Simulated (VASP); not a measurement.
A run of VASP 6.6.1:

File INCAR:

```
PREC = Accurate ; ENCUT = 910
EDIFF = 1E-7 ; ISMEAR = 0
SIGMA = 0.1 ; LREAL = F
LASPH = T ; NELM = 120
ALGO = Normal ; ISIF = 3
LWAVE = F ; LCHARG = F
GGA = PE ; IBRION = 2
NSW = 90 ; EDIFFG = -0.04
GGA_COMPAT = F ; NELMIN = 4
```

Contents of KPOINTS:

```
regular mesh
0
Gamma
  12 12 4
```

Contents of POSCAR:

```
B
1.0
    1.8749453302      0.0000000000      0.0000000000
   -0.9374726651      1.6237502866      0.0000000000
    0.0000000000      0.0000000000      5.6416784472
B
2
Direct
    0.0000000000      0.0000000000      0.1552036276
    0.0000000000      0.0000000000      0.8447963724
```

Potentials or basis: VASP PAW PBE potentials, release 64 (B_h).

The run is started by

```sh
$ cat potpaw_PBE.64/B_h/POTCAR > POTCAR
$ mpirun -np 1 vasp_std > vasp.out
```

Hardware: 1 thread of AMD EPYC 9R45 96-Core Processor (Zen 5), with other jobs on the host.

Problem. How long does it take, and how much memory?

Solution. Run time: 20 s on 1 thread of AMD EPYC 9R45 96-Core Processor (Zen 5), on a shared host, peak memory 0.11 GiB. Counts: scf iterations 37, k points 57, ion steps 5.
